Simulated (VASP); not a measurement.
# Te2Br3 (P-3m1) in VASP: a series of runs

Runs on Te2Br3. Level: PBE. Tasks: single point, relaxation of cell and atoms.

Everything below comes from runs of VASP 6.6.1. Logs are shortened: lines on timing, memory, paths and dates and some standing lists are left out, and cuts for length are marked.

### Step 1. The cell of the first run

Symmetry: P-3m1, No. 164, trigonal system. Conventional cell: a = 4.868 Å, b = 4.868 Å, c = 8.993 Å, α = 90.00°, β = 90.00°, γ = 120.00°. Within 3.9 Å of Te (site symmetry 3m) lie 6 Br at 2.96 to 3.25 Å. Br (site symmetry -3m) has 6 Te at 3.25 Å and 6 Br at 3.79 Å within 4.3 Å. Br (site symmetry 3m) has 3 Te at 2.96 Å and 3 Br at 3.79 Å within 3.9 Å.

### Step 2. Single point, PBE

File INCAR:

```
SYSTEM = Te2Br3
PREC = Accurate ; ENCUT = 520
EDIFF = 1E-7 ; ISMEAR = 0
SIGMA = 0.1 ; LREAL = .FALSE.
LASPH = .TRUE. ; NELM = 100
ALGO = Normal ; ISIF = 2
LWAVE = .FALSE. ; LCHARG = .TRUE.
GGA = PE ; LELF = .TRUE.
LVHAR = .TRUE. ; NBANDS = 24
```

File KPOINTS:

```
regular mesh
0
G
  6 6 2
  0 0 0
```

File POSCAR:

```
Te2Br3
1.0
    4.8675602158      0.0000000000      0.0000000000
   -2.4337801079      4.2154308014      0.0000000000
    0.0000000000      0.0000000000      8.9929539473
Te Br
2 3
Direct
    0.3333333333      0.6666666667      0.1808304632
    0.6666666667      0.3333333333      0.8191695368
    0.0000000000      0.0000000000      0.0000000000
    0.3333333333      0.6666666667      0.7171293988
    0.6666666667      0.3333333333      0.2828706012
```

Potentials or basis: VASP PAW PBE potentials, release 64 (Te, Br).

Command:

```console
$ cat potpaw_PBE.64/Te/POTCAR potpaw_PBE.64/Br/POTCAR > POTCAR
$ mpirun -np 1 vasp_std > vasp.out
```

OUTCAR:

```text
SYSTEM = Te2Br3
   PREC = Accurate
   ENCUT = 520
   EDIFF = 1E-7
   ISMEAR = 0
   LREAL = .FALSE.
   LASPH = .TRUE.
   NELM = 100
   ISIF = 2
   GGA = PE

 ion  position               nearest neighbor table
   1  0.333  0.667  0.181-   5 2.96   5 2.96   5 2.96
   2  0.667  0.333  0.819-   4 2.96   4 2.96   4 2.96
   3  0.000  0.000  0.000-
   4  0.333  0.667  0.717-   2 2.96   2 2.96   2 2.96
   5  0.667  0.333  0.283-   1 2.96   1 2.96   1 2.96

  LATTYP: Found a hexagonal cell.
 ALAT       =     4.8675602158
 C/A-ratio  =     1.8475280322

  Lattice vectors:

 A1 = (   4.8675602158,   0.0000000000,   0.0000000000)
 A2 = (  -2.4337801079,   4.2154308014,   0.0000000000)
 A3 = (   0.0000000000,   0.0000000000,   8.9929539473)

Analysis of symmetry for initial positions (statically):
=====================================================================
 Subroutine PRICEL returns:
 Original cell was already a primitive cell.

 Routine SETGRP: Setting up the symmetry group for a
 hexagonal supercell.

 Subroutine GETGRP returns: Found 12 space group operations
 (whereof 12 operations were pure point group operations)
 out of a pool of 24 trial point group operations.

The static configuration has the point symmetry D_3d.

Analysis of symmetry for dynamics (positions and initial velocities):
=====================================================================
 Subroutine PRICEL returns:
 Original cell was already a primitive cell.

 Routine SETGRP: Setting up the symmetry group for a
 hexagonal supercell.

 Subroutine GETGRP returns: Found 12 space group operations
 (whereof 12 operations were pure point group operations)
 out of a pool of 24 trial point group operations.

The dynamic configuration has the point symmetry D_3d.

 Subroutine INISYM returns: Found 12 space group operations
 (whereof 12 operations are pure point group operations),
 and found     1 'primitive' translations

----------------------------------------------------------------------------------------

                                     Primitive cell

  volume of cell :     184.5252

  direct lattice vectors                    reciprocal lattice vectors
     4.867560216  0.000000000  0.000000000     0.205441732  0.118611839  0.000000000
    -2.433780108  4.215430801  0.000000000     0.000000000  0.237223678  0.000000000
     0.000000000  0.000000000  8.992953947     0.000000000  0.000000000  0.111198168

  length of vectors
     4.867560216  4.867560216  8.992953947     0.237223678  0.237223678  0.111198168

  position of ions in fractional coordinates (direct lattice)
     0.333333333  0.666666667  0.180830463
     0.666666667  0.333333333  0.819169537
     0.000000000  0.000000000  0.000000000
     0.333333333  0.666666667  0.717129399
     0.666666667  0.333333333  0.282870601

  ion indices of the primitive-cell ions
   primitive index   ion index
                 1           1
                 2           2
                 3           3
                 4           4
                 5           5

----------------------------------------------------------------------------------------

 KPOINTS: regular mesh

Automatic generation of k-mesh.
 Grid dimensions read from file:
 generate k-points for:    6    6    2

 Generating k-lattice:

  Cartesian coordinates                     Fractional coordinates (reciprocal lattice)
     0.034240289  0.019768640  0.000000000     0.166666667  0.000000000  0.000000000
     0.000000000  0.039537280  0.000000000     0.000000000  0.166666667  0.000000000
     0.000000000  0.000000000  0.055599084     0.000000000  0.000000000  0.500000000

  Length of vectors
     0.039537280  0.039537280  0.055599084

  Shift w.r.t. Gamma in fractional coordinates (k-lattice)
     0.000000000  0.000000000  0.000000000

 Subroutine IBZKPT returns following result:
 ===========================================

 Found     14 irreducible k-points:

 Following reciprocal coordinates:
            Coordinates               Weight
  0.000000  0.000000  0.000000      1.000000
  0.166667 -0.000000  0.000000      6.000000
  0.333333  0.000000  0.000000      6.000000
  0.500000  0.000000  0.000000      3.000000
  0.166667  0.166667  0.000000      6.000000
  0.333333  0.166667  0.000000     12.000000
  0.333333  0.333333  0.000000      2.000000
  0.000000  0.000000  0.500000      1.000000
  0.166667 -0.000000  0.500000      6.000000
  0.333333  0.000000  0.500000      6.000000
  0.500000  0.000000  0.500000      3.000000
  0.166667  0.166667  0.500000      6.000000
  0.333333  0.166667  0.500000     12.000000
  0.333333  0.333333  0.500000      2.000000
   k-points           NKPTS =     14   k-points in BZ     NKDIM =     14   number of bands    NBANDS=     24
   number of dos      NEDOS =    301   number of ions     NIONS =      5
   total plane-waves  NPLWV =  90720
   dimension x,y,z NGX =    36 NGY =   36 NGZ =   70
   dimension x,y,z NGXF=    72 NGYF=   72 NGZF=  140
   ions per type =               2   3
   NGX,Y,Z   is equivalent  to a cutoff of  12.30, 12.30, 12.94 a.u.
   NGXF,Y,Z  is equivalent  to a cutoff of  24.59, 24.59, 25.88 a.u.
 SYSTEM =  Te2Br3
   PREC   = accura    normal or accurate (medium, high low for compatibility)
   ISTART =      0    job   : 0-new  1-cont  2-samecut
   ICHARG =      2    charge: 1-file 2-atom 10-const
   ISPIN  =      1    spin polarized calculation?
   LNONCOLLINEAR =      F non collinear calculations
   LSORBIT =      F    spin-orbit coupling
   LASPH  =      T    aspherical Exc in radial PAW
   ENCUT  =  520.0 eV  38.22 Ry    6.18 a.u.   9.05  9.05 16.72*2*pi/ulx,y,z
   NELM   =    100;   NELMIN=  2; NELMDL= -5     # of ELM steps
   EDIFF  = 0.1E-06   stopping-criterion for ELM
   LREAL  =      F    real-space projection
   EDIFFG = 0.1E-05   stopping-criterion for IOM
   NSW    =      0    number of steps for IOM
   IBRION =     -1    ionic relax: 0-MD 1-quasi-New 2-CG
   NFREE  =      0    steps in history (QN), initial steepest desc. (CG)
   ISIF   =      2    stress and relaxation
   ISYM   =      2    0-nonsym 1-usesym 2-fastsym
   POTIM  = 0.5000    time-step for ionic-motion
   TEBEG  =    0.0;   TEEND  =   0.0 temperature during run
   PSTRESS=    0.0 pullay stress
   NELECT =      33.0000    total number of electrons
[... 42 lines left out ...]

 k-point     1 :       0.0000    0.0000    0.0000
  band No.  band energies     occupation
      1     -13.5296      2.00000
      2     -13.2498      2.00000
      3     -12.7206      2.00000
      4      -8.0742      2.00000
      5      -7.9288      2.00000
      6      -1.8705      2.00000
[... 16 lines left out ...]
     23       7.8400      0.00000
     24       8.7914      0.00000

 k-point     2 :       0.1667   -0.0000    0.0000
  band No.  band energies     occupation
      1     -13.4443      2.00000
      2     -13.2002      2.00000
      3     -12.7305      2.00000
      4      -8.2337      2.00000
      5      -8.1470      2.00000
      6      -2.2769      2.00000
[... 16 lines left out ...]
     23       8.1043      0.00000
     24       8.5216      0.00000

 k-point     3 :       0.3333    0.0000    0.0000
  band No.  band energies     occupation
      1     -13.2380      2.00000
      2     -13.0972      2.00000
      3     -12.7717      2.00000
      4      -8.6280      2.00000
      5      -8.4885      2.00000
      6      -2.7768      2.00000
[... 16 lines left out ...]
     23       8.4862      0.00000
     24       8.8040      0.00000

 k-point     4 :       0.5000    0.0000    0.0000
  band No.  band energies     occupation
      1     -13.0740      2.00000
      2     -13.0642      2.00000
      3     -12.8237      2.00000
      4      -8.8453      2.00000
      5      -8.6336      2.00000
      6      -2.9511      2.00000
[... 16 lines left out ...]
     23       8.2068      0.00000
     24       9.5092      0.00000

 k-point     5 :       0.1667    0.1667    0.0000
  band No.  band energies     occupation
      1     -13.2979      2.00000
      2     -13.1229      2.00000
      3     -12.7549      2.00000
      4      -8.4694      2.00000
      5      -8.4671      2.00000
      6      -2.7068      2.00000
[... 16 lines left out ...]
     23       8.2318      0.00000
     24       9.1289      0.00000

 k-point     6 :       0.3333    0.1667    0.0000
  band No.  band energies     occupation
      1     -13.1045      2.00000
      2     -13.0464      2.00000
      3     -12.8084      2.00000
      4      -8.7998      2.00000
      5      -8.6864      2.00000
      6      -2.9507      2.00000
[... 16 lines left out ...]
     23       8.1104      0.00000
     24       9.0795      0.00000

 k-point     7 :       0.3333    0.3333    0.0000
  band No.  band energies     occupation
      1     -13.0237      2.00000
      2     -13.0237      2.00000
      3     -12.8327      2.00000
      4      -8.8376      2.00000
      5      -8.8376      2.00000
      6      -3.1307      2.00000
[... 16 lines left out ...]
     23       7.9453      0.00000
     24       8.7926      0.00000

 k-point     8 :       0.0000    0.0000    0.5000
  band No.  band energies     occupation
      1     -13.5148      2.00000
      2     -13.2735      2.00000
      3     -12.7114      2.00000
      4      -8.0652      2.00000
      5      -7.9378      2.00000
      6      -1.8396      2.00000
[... 16 lines left out ...]
     23       7.9772      0.00000
     24       8.7161      0.00000

 k-point     9 :       0.1667   -0.0000    0.5000
  band No.  band energies     occupation
      1     -13.4304      2.00000
      2     -13.2217      2.00000
      3     -12.7229      2.00000
      4      -8.2246      2.00000
      5      -8.1559      2.00000
      6      -2.2703      2.00000
[... 16 lines left out ...]
     23       8.2563      0.00000
     24       8.5407      0.00000

 k-point    10 :       0.3333    0.0000    0.5000
  band No.  band energies     occupation
      1     -13.2272      2.00000
      2     -13.1115      2.00000
      3     -12.7682      2.00000
      4      -8.6326      2.00000
      5      -8.4845      2.00000
      6      -2.7312      2.00000
[... 16 lines left out ...]
     23       8.8182      0.00000
     24       8.9679      0.00000

 k-point    11 :       0.5000    0.0000    0.5000
  band No.  band energies     occupation
      1     -13.0811      2.00000
      2     -13.0554      2.00000
      3     -12.8253      2.00000
      4      -8.8525      2.00000
      5      -8.6280      2.00000
      6      -2.8975      2.00000
[... 16 lines left out ...]
     23       9.1421      0.00000
     24       9.7858      0.00000

 k-point    12 :       0.1667    0.1667    0.5000
  band No.  band energies     occupation
      1     -13.2859      2.00000
      2     -13.1400      2.00000
      3     -12.7501      2.00000
      4      -8.4769      2.00000
      5      -8.4599      2.00000
      6      -2.6575      2.00000
[... 16 lines left out ...]
     23       8.2941      0.00000
     24       9.1742      0.00000

 k-point    13 :       0.3333    0.1667    0.5000
  band No.  band energies     occupation
      1     -13.0981      2.00000
      2     -13.0533      2.00000
      3     -12.8078      2.00000
      4      -8.8057      2.00000
      5      -8.6823      2.00000
      6      -2.9514      2.00000
[... 16 lines left out ...]
     23       8.9171      0.00000
     24       9.0824      0.00000

 k-point    14 :       0.3333    0.3333    0.5000
  band No.  band energies     occupation
      1     -13.0236      2.00000
      2     -13.0236      2.00000
      3     -12.8327      2.00000
      4      -8.8391      2.00000
      5      -8.8391      2.00000
      6      -3.1647      2.00000
[... 16 lines left out ...]
     23       8.6992      0.00000
     24       8.6992      0.00000

------------------------ aborting loop because EDIFF is reached ----------------------------------------

  FORCE on cell =-STRESS in cart. coord.  units (eV):
  Direction    XX          YY          ZZ          XY          YZ          ZX
  --------------------------------------------------------------------------------------
  -------------------------------------------------------------------------------------
  Total       -0.1775461     -0.1775461     -0.0551858      0.0000000      0.0000000      0.0000000
  in kB       -1.5415798     -1.5415798     -0.4791616      0.0000000      0.0000000      0.0000000
  external PRESSURE =      -1.1874404 kB  Pullay stress =       0.0000000 kB

 VOLUME and BASIS-vectors are now :
 -----------------------------------------------------------------------------
  energy-cutoff  :      520.00
  volume of cell :      184.53
      direct lattice vectors                 reciprocal lattice vectors
     4.867560216  0.000000000  0.000000000     0.205441732  0.118611839  0.000000000
    -2.433780108  4.215430801  0.000000000     0.000000000  0.237223678  0.000000000
     0.000000000  0.000000000  8.992953947     0.000000000  0.000000000  0.111198168

 POSITION                                       TOTAL-FORCE (eV/Angst)
 -----------------------------------------------------------------------------------
     -0.00000      2.81029      1.62620         0.000000     -0.000000      0.006982
      2.43378      1.40514      7.36675        -0.000000      0.000000     -0.006982
      0.00000      0.00000      0.00000        -0.000000      0.000000      0.000000
     -0.00000      2.81029      6.44911        -0.000000      0.000000      0.026588
      2.43378      1.40514      2.54384         0.000000      0.000000     -0.026588
 -----------------------------------------------------------------------------------
    total drift:                               -0.000000      0.000000      0.000000

  FREE ENERGIE OF THE ION-ELECTRON SYSTEM (eV)
  ---------------------------------------------------
  free  energy   TOTEN  =       -10.3124599901 eV

  energy  without entropy=      -10.3015580783  energy(sigma->0) =      -10.30700903
```

It took 79 s on 1 thread of Intel Xeon Platinum 8488C (Sapphire Rapids), shared host; peak memory 0.3 GiB.

Results:

* Free energy: -10.3125 eV
* Pressure: -0.1 GPa
* Largest force: 0.027 eV/Å

Forces in eV/Å, atoms in the order of the input:
```
Te   0.000  0.000  0.007
Te   0.000  0.000 -0.007
Br   0.000  0.000  0.000
Br   0.000  0.000  0.027
Br   0.000  0.000 -0.027
```

Caveat: spin-orbit coupling is left out, which moves the levels of the heavy elements; this functional lacks dispersion, which binds the layers, so the pressure and a relaxed spacing across them are unreliable; an odd number of electrons without spin polarisation forces a metal; a magnetic or distorted state may lie lower.

### Step 3. Relaxation of cell and atoms, PBE

This run uses another cell than the first one, of 30.26 Å³/atom, 0.820 times its volume.

File INCAR:

```
SYSTEM = Te2Br3
  ALGO = Normal
  EDIFF = 1E-6
  EDIFFG = -0.04
  ENCUT = 600
  GGA = PE
  IBRION = 2
  ISIF = 3
  ISMEAR = 0
  LASPH = .TRUE.
  LCHARG = .FALSE.
  LREAL = .FALSE.
  LWAVE = .FALSE.
  NELM = 80
  NSW = 90
  PREC = Accurate
  SIGMA = 0.1
```

File KPOINTS:

```
k-points
0
G
  6 6 2
  0 0 0
```

File POSCAR:

```
Te2Br3
1.0
    4.8245790447      0.0000000000      0.0000000000
   -2.4122895223      4.1782080152      0.0000000000
    0.0000000000      0.0000000000      7.5062613055
Te Br
2 3
Direct
    0.3333333333      0.6666666667      0.2450000000
    0.6666666667      0.3333333333      0.7550000000
    0.0000000000      0.0000000000      0.0000000000
    0.3333333333      0.6666666667      0.6450000000
    0.6666666667      0.3333333333      0.3550000000
```

Potentials or basis: VASP PAW PBE potentials, release 64 (Te, Br).

Command:

```console
$ cat potpaw_PBE.64/Te/POTCAR potpaw_PBE.64/Br/POTCAR > POTCAR
$ mpirun -np 1 vasp_std > vasp.out
```

Run time: 16 min. Hardware: 1 thread of Intel Xeon Platinum 8488C (Sapphire Rapids), shared host; peak memory 0.33 GiB.

The run converged. Its results:

- Free energy: -10.3107 eV
- Relaxed volume: 36.56 Å³/atom
- Relaxed cell: a = 4.861 Å, b = 4.861 Å, c = 8.932 Å, α = 90.00°, β = 90.00°, γ = 120.00°
- Space group after relaxing (to 0.05 Å): P-3m1 (No. 164)
- Energy gained by relaxing: 210.9 meV/atom
- Ionic steps: 16
- Pressure after relaxing: 0.0 GPa
- Largest force after relaxing: 0.031 eV/Å

Forces in eV/Å, atoms in the order of the input:
```
Te   0.000  0.000  0.031
Te   0.000  0.000 -0.031
Br   0.000  0.000  0.000
Br   0.000  0.000  0.021
Br   0.000  0.000 -0.021
```

The path:
| step | energy change (eV) | largest force (eV/Å) | pressure (GPa) | volume (Å³) |
| --- | --- | --- | --- | --- |
| 1 | 0.0000 | 1.1453 | 4.18 | 151.31 |
| 2 | -0.4745 | 0.8283 | -0.41 | 169.19 |
| 3 | -0.5163 | 0.7426 | -1.72 | 177.74 |
| 4 | -0.7389 | 0.5041 | -0.89 | 174.16 |
| 5 | -0.8272 | 0.3877 | 0.30 | 170.79 |
| 6 | -0.8309 | 0.3961 | 0.71 | 169.80 |
| 7 | -0.8823 | 0.3098 | 0.16 | 173.42 |
| 8 | -0.9420 | 0.2605 | -0.85 | 181.86 |
| 9 | -0.9475 | 0.2818 | -1.12 | 184.72 |
| 10 | -0.9817 | 0.2258 | -0.75 | 183.31 |
| 11 | -1.0279 | 0.0593 | 0.46 | 179.38 |
| 12 | -1.0442 | 0.0566 | 0.24 | 180.80 |
| 13 | -1.0537 | 0.0465 | -0.13 | 183.60 |
| 14 | -1.0543 | 0.0438 | -0.05 | 183.04 |
| 15 | -1.0543 | 0.0426 | -0.07 | 183.12 |
| 16 | -1.0546 | 0.0306 | 0.02 | 182.79 |

Final structure:
```cif
data_structure
_symmetry_space_group_name_H-M 'P 1'
_symmetry_Int_Tables_number 1
_cell_length_a 4.8611
_cell_length_b 4.8611
_cell_length_c 8.9318
_cell_angle_alpha 90.000
_cell_angle_beta 90.000
_cell_angle_gamma 120.000
_cell_volume 182.79
loop_
_atom_site_label
_atom_site_type_symbol
_atom_site_fract_x
_atom_site_fract_y
_atom_site_fract_z
_atom_site_occupancy
Te1 Te 0.33333 0.66667 0.18003 1
Te2 Te 0.66667 0.33333 0.81997 1
Br1 Br 0.00000 0.00000 0.00000 1
Br2 Br 0.33333 0.66667 0.71627 1
Br3 Br 0.66667 0.33333 0.28373 1
```

Levels at points of the mesh, in eV from the Fermi level:
```csv
k point,band 13,band 14,band 15,band 16,band 17,band 18,band 19,band 20
"(0.00, 0.00, 0.00)",-3.44,-2.42,-1.43,-0.85,-0.85,-0.66,0.35,0.35
"(0.50, 0.00, 0.00)",-2.88,-2.36,-1.14,-0.12,0.53,0.56,1.22,1.25
"(0.00, 0.00, 0.50)",-3.11,-2.59,-1.53,-0.87,-0.87,-0.65,0.38,0.38
"(0.50, 0.00, 0.50)",-3.01,-2.27,-1.35,-0.06,0.50,0.59,1.23,1.23
```

Caveat: the k points lie up to 0.35 Å⁻¹ apart in the final cell; the volume moved by over 15 % at a fixed basis, so the end points are rough; spin-orbit coupling is left out, which moves the levels of the heavy elements; this functional lacks dispersion, which binds the layers, so the pressure and a relaxed spacing across them are unreliable; an odd number of electrons without spin polarisation forces a metal; a magnetic or distorted state may lie lower.
